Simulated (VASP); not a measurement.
# SnO2 (Pnma) in VASP: notebook, part 2 of 2

VASP 6.6.1. Earlier steps stand in the parts before.

**3. Single point, LDA**

INCAR

```
PREC = Accurate ; ENCUT = 520
EDIFF = 1E-6 ; ISMEAR = 0
SIGMA = 0.1 ; LREAL = F
LASPH = T ; NELM = 60
ALGO = Normal ; ISIF = 2
LWAVE = F ; LCHARG = F
NBANDS = 64
```

KPOINTS

```
Automatic mesh
0
Gamma
  4 6 4
```

POSCAR

```
SnO2
1.0
    5.2272523654      0.0000000000      0.0000000000
    0.0000000000      3.4584102516      0.0000000000
    0.0000000000      0.0000000000      7.0304727556
Sn O
4 8
Direct
    0.7635405966      0.2500000000      0.4160328987
    0.2364594034      0.7500000000      0.5839671013
    0.7364594034      0.7500000000      0.9160328987
    0.2635405966      0.2500000000      0.0839671013
    0.4767217844      0.7500000000      0.1388508635
    0.6230270061      0.7500000000      0.6087185229
    0.5232782156      0.2500000000      0.8611491365
    0.3769729939      0.2500000000      0.3912814771
    0.0232782156      0.2500000000      0.6388508635
    0.8769729939      0.2500000000      0.1087185229
    0.1230270061      0.7500000000      0.8912814771
    0.9767217844      0.7500000000      0.3611491365
```

Potentials or basis: VASP PAW LDA potentials, release 64 (Sn_d, O).

Run with:

```
cat potpaw_LDA.64/Sn_d/POTCAR potpaw_LDA.64/O/POTCAR > POTCAR
mpirun -np 1 vasp_std > vasp.out
```

OUTCAR:

```text
PREC = Accurate
   ENCUT = 520
   EDIFF = 1E-6
   ISMEAR = 0
   LREAL = F
   LASPH = T
   NELM = 60
   ISIF = 2

 ion  position               nearest neighbor table
   1  0.764  0.250  0.416-   8 2.03   9 2.07  12 2.09  12 2.09  10 2.24   6 2.32   6 2.32   2 3.24
                             2 3.24   2 3.46   2 3.46   4 3.50   4 3.50
   2  0.236  0.750  0.584-   6 2.03  12 2.07   9 2.09   9 2.09  11 2.24   8 2.32   8 2.32   1 3.24
                             1 3.24   1 3.46   1 3.46   3 3.50   3 3.50
   3  0.736  0.750  0.916-  11 2.03   5 2.07   7 2.09   7 2.09   6 2.24  10 2.32  10 2.32   4 3.24
                             4 3.24   4 3.46   4 3.46   2 3.50   2 3.50
   4  0.264  0.250  0.084-  10 2.03   7 2.07   5 2.09   5 2.09   8 2.24  11 2.32  11 2.32   3 3.24
                             3 3.24   3 3.46   3 3.46   1 3.50   1 3.50
   5  0.477  0.750  0.139-   3 2.07   4 2.09   4 2.09
   6  0.623  0.750  0.609-   2 2.03   3 2.24   1 2.32   1 2.32
   7  0.523  0.250  0.861-   4 2.07   3 2.09   3 2.09
   8  0.377  0.250  0.391-   1 2.03   4 2.24   2 2.32   2 2.32
   9  0.023  0.250  0.639-   1 2.07   2 2.09   2 2.09
  10  0.877  0.250  0.109-   4 2.03   1 2.24   3 2.32   3 2.32
  11  0.123  0.750  0.891-   3 2.03   2 2.24   4 2.32   4 2.32
[... 1828 lines left out ...]

  FORCE on cell =-STRESS in cart. coord.  units (eV):
  Direction    XX          YY          ZZ          XY          YZ          ZX
  --------------------------------------------------------------------------------------
  -------------------------------------------------------------------------------------
  Total        1.2108814      0.6094103      0.3762842      0.0000000      0.0000000      0.0000000
  in kB       15.2643280      7.6822045      4.7434258      0.0000000      0.0000000      0.0000000
  external PRESSURE =       9.2299861 kB  Pullay stress =       0.0000000 kB

 VOLUME and BASIS-vectors are now :
 -----------------------------------------------------------------------------
  energy-cutoff  :      520.00
  volume of cell :      127.10
      direct lattice vectors                 reciprocal lattice vectors
     5.227252365  0.000000000  0.000000000     0.191305093  0.000000000  0.000000000
     0.000000000  3.458410252  0.000000000     0.000000000  0.289150195  0.000000000
     0.000000000  0.000000000  7.030472756     0.000000000  0.000000000  0.142237945

 POSITION                                       TOTAL-FORCE (eV/Angst)
 -----------------------------------------------------------------------------------
      3.99122      0.86460      2.92491        -0.025773      0.000000     -0.030071
      1.23603      2.59381      4.10556         0.025773     -0.000000      0.030071
      3.84966      2.59381      6.44014         0.025773     -0.000000     -0.030071
      1.37759      0.86460      0.59033        -0.025773      0.000000      0.030071
      2.49195      2.59381      0.97619         0.009466      0.000000      0.066763
      3.25672      2.59381      4.27958         0.058756      0.000000     -0.004782
      2.73531      0.86460      6.05429        -0.009466      0.000000     -0.066763
      1.97053      0.86460      2.75089        -0.058756      0.000000      0.004782
      0.12168      0.86460      4.49142        -0.009466     -0.000000      0.066763
      4.58416      0.86460      0.76434        -0.058756      0.000000     -0.004782
      0.64309      2.59381      6.26613         0.058756      0.000000      0.004782
      5.10557      2.59381      2.53905         0.009466      0.000000     -0.066763
 -----------------------------------------------------------------------------------
    total drift:                                0.000000      0.000000      0.000000

  FREE ENERGIE OF THE ION-ELECTRON SYSTEM (eV)
  ---------------------------------------------------
  free  energy   TOTEN  =       -81.4560222998 eV

  energy  without entropy=      -81.4560222695  energy(sigma->0) =      -81.45602228
```

stdout:

```text
POSCAR found type information on POSCAR SnO
 POSCAR found :  2 types and      12 ions
 scaLAPACK will be used
 LDA part: xc-table for (Slater(with rela. corr.)+CA(PZ))
 , standard interpolation
 POSCAR, INCAR and KPOINTS ok, starting setup
 FFT: planning ... GRIDC
 FFT: planning ... GRID_SOFT
 FFT: planning ... GRID
 WAVECAR not read
 entering main loop
```

Wall time 7.6 min (1 thread of AMD EPYC 7R43 (Zen 3), shared host); peak memory 0.29 GiB.

Results:

- Free energy: -81.4560 eV
- Pressure: 0.9 GPa
- Largest force: 0.067 eV/Å
- Band gap on the k mesh: 0.66 eV (least direct gap 0.79 eV)

Forces in eV/Å, atoms in the order of the input:
```
Sn  -0.026  0.000 -0.030
Sn   0.026  0.000  0.030
Sn   0.026  0.000 -0.030
Sn  -0.026  0.000  0.030
O    0.009  0.000  0.067
O    0.059  0.000 -0.005
O   -0.009  0.000 -0.067
O   -0.059  0.000  0.005
O   -0.009  0.000  0.067
O   -0.059  0.000 -0.005
O    0.059  0.000  0.005
O    0.009  0.000 -0.067
```

Caveat: semilocal functionals underestimate gaps, and a narrow one can read as zero; spin-orbit coupling is left out, which moves the levels of the heavy elements. A k mesh can miss the band edges.

**4. Single point, LDA**

INCAR

```
PREC = Accurate
ENCUT = 520
EDIFF = 1E-6
ISMEAR = 0
SIGMA = 0.02
LREAL = False
LASPH = True
NELM = 100
ALGO = Normal
ISIF = 2
LWAVE = False
LCHARG = True
LELF = True
LVHAR = True
NBANDS = 64
```

KPOINTS

```
regular mesh
0
Gamma
  6 8 4
```

POSCAR

```
SnO2
1.0
    5.2322631602      0.0000000000      0.0000000000
    0.0000000000      3.4552501223      0.0000000000
    0.0000000000      0.0000000000      7.0227527421
Sn O
4 8
Direct
    0.7633745982      0.2500000000      0.4160854546
    0.2366254018      0.7500000000      0.5839145454
    0.7366254018      0.7500000000      0.9160854546
    0.2633745982      0.2500000000      0.0839145454
    0.4767750168      0.7500000000      0.1390902659
    0.6232750453      0.7500000000      0.6084012708
    0.5232249832      0.2500000000      0.8609097341
    0.3767249547      0.2500000000      0.3915987292
    0.0232249832      0.2500000000      0.6390902659
    0.8767249547      0.2500000000      0.1084012708
    0.1232750453      0.7500000000      0.8915987292
    0.9767750168      0.7500000000      0.3609097341
```

Run with:

```
cat potpaw_LDA.64/Sn_d/POTCAR potpaw_LDA.64/O/POTCAR > POTCAR
mpirun -np 1 vasp_std > vasp.out
```

It took 5.6 min on 1 thread of Intel Xeon Platinum 8488C (Sapphire Rapids), shared host; peak memory 0.43 GiB.

The run converged. Its results:

| Item | Value |
| --- | --- |
| Free energy | -81.4577 eV |
| Pressure | 1.0 GPa |
| Largest force | 0.069 eV/Å |
| Band gap on the k mesh | 0.66 eV (least direct gap 0.78 eV) |

Forces in eV/Å, atoms in the order of the input:
```
Sn  -0.030  0.000 -0.027
Sn   0.030  0.000  0.027
Sn   0.030  0.000 -0.027
Sn  -0.030  0.000  0.027
O    0.017  0.000  0.067
O    0.053  0.000 -0.002
O   -0.017  0.000 -0.067
O   -0.053  0.000  0.002
O   -0.017  0.000  0.067
O   -0.053  0.000 -0.002
O    0.053  0.000  0.002
O    0.017  0.000 -0.067
```

Stress tensor (GPa, compression positive):
```
1.42 0.00 0.00
0.00 0.89 0.00
0.00 0.00 0.60
```

Levels at points of the mesh, in eV from the valence-band top:
| k point | band 48 | band 49 | band 50 | band 51 | band 52 | band 53 | band 54 | band 55 | band 56 | band 57 |
| --- | --- | --- | --- | --- | --- | --- | --- | --- | --- | --- |
| (0.00, 0.00, 0.00) | -1.14 | -0.92 | -0.78 | -0.54 | -0.13 | 0.66 | 3.79 | 3.97 | 4.47 | 6.68 |
| (0.50, 0.00, 0.00) | -0.94 | -0.59 | -0.59 | -0.50 | -0.50 | 3.64 | 3.64 | 4.32 | 4.32 | 7.29 |
| (0.00, 0.50, 0.00) | -0.97 | -0.19 | -0.19 | 0.00 | 0.00 | 4.72 | 4.72 | 4.77 | 4.77 | 8.12 |
| (0.50, 0.50, 0.00) | -0.93 | -0.44 | -0.44 | -0.44 | -0.44 | 4.20 | 4.20 | 4.20 | 4.20 | 7.29 |
| (0.00, 0.00, 0.50) | -1.21 | -0.96 | -0.96 | -0.64 | -0.64 | 2.77 | 2.77 | 4.14 | 4.14 | 6.81 |
| (0.50, 0.00, 0.50) | -1.20 | -0.86 | -0.86 | -0.37 | -0.37 | 4.11 | 4.11 | 4.11 | 4.11 | 7.09 |
| (0.00, 0.50, 0.50) | -0.62 | -0.52 | -0.52 | -0.17 | -0.17 | 4.55 | 4.55 | 4.96 | 4.96 | 7.70 |
| (0.50, 0.50, 0.50) | -1.19 | -0.49 | -0.49 | -0.49 | -0.49 | 4.19 | 4.19 | 4.19 | 4.19 | 7.43 |

Caveat: semilocal functionals underestimate gaps, and a narrow one can read as zero; spin-orbit coupling is left out, which moves the levels of the heavy elements.

**5. Overview**

| cell | k mesh | smearing | gap on the mesh (eV) | pressure (GPa) | largest force (eV/Å) |
| --- | --- | --- | --- | --- | --- |
| a = 5.232, b = 3.455, c = 7.023 Å, 12 atoms, atomic positions A | 6 × 8 × 4 | gaussian 0.05 eV | 0.66 | 1.0 | 0.07 |
| a = 5.227, b = 3.458, c = 7.030 Å, 12 atoms, atomic positions B | 4 × 6 × 4 | gaussian 0.1 eV | 0.66 | 0.9 | 0.07 |
| a = 5.232, b = 3.455, c = 7.023 Å, 12 atoms, atomic positions A | 6 × 8 × 4 | gaussian 0.02 eV | 0.66 | 1.0 | 0.07 |

Alike in all rows: task single point; level LDA; potentials or basis VASP PAW LDA potentials, release 64 (Sn_d, O); no spin polarisation; cutoff (eV) 520.

Caveats: semilocal functionals underestimate gaps, and a narrow one can read as zero; spin-orbit coupling is left out, which moves the levels of the heavy elements.

Absolute energies hang on the potentials; compare differences alone.
